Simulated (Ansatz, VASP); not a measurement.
Two plane-wave programs on GaN

```
Ga N
1.0
     0.00000    2.20750    2.20750
     2.20750    0.00000    2.20750
     2.20750    2.20750    0.00000
Ga N
1 1
Direct
  0.00000 0.00000 0.00000
  0.25000 0.25000 0.25000
```

Alike in both runs: task single point; functional r2SCANh; k mesh 5 × 5 × 5; occupations fermi-dirac, width 0.05 eV; no spin polarisation.

|  | VASP | Ansatz |
| --- | --- | --- |
| version | VASP 6.6.1 | Ansatz 0.2.0 |
| potentials or method | VASP PAW PBE potentials, release 64 (Ga_d, N) | Ansatz PAW |
| plane-wave cutoff (eV) | 520 | 500 |
| valence electrons in the cell | 18 | 18 |

VASP gave:

| Property | Result |
| --- | --- |
| gap on the k mesh at the Fermi level (eV) | 3.30 |
| least direct gap on the mesh (eV) | 3.30 |
| pressure (GPa) | 12.0 |

Which values does Ansatz return?

gap on the k mesh at the Fermi level (eV): 3.29; least direct gap on the mesh (eV): 3.29; pressure (GPa): 10.9.

VASP's potentials were made for PBE, not for r2SCANh. With one functional, cell and mesh, what is left measures potentials, basis and numerics.

The k mesh is coarse, so the values compare programs but aren't converged. Noted on Ansatz's run: odd divisions of the mesh miss points on the zone boundary, where band edges often lie, so the gap on the mesh can be too wide.
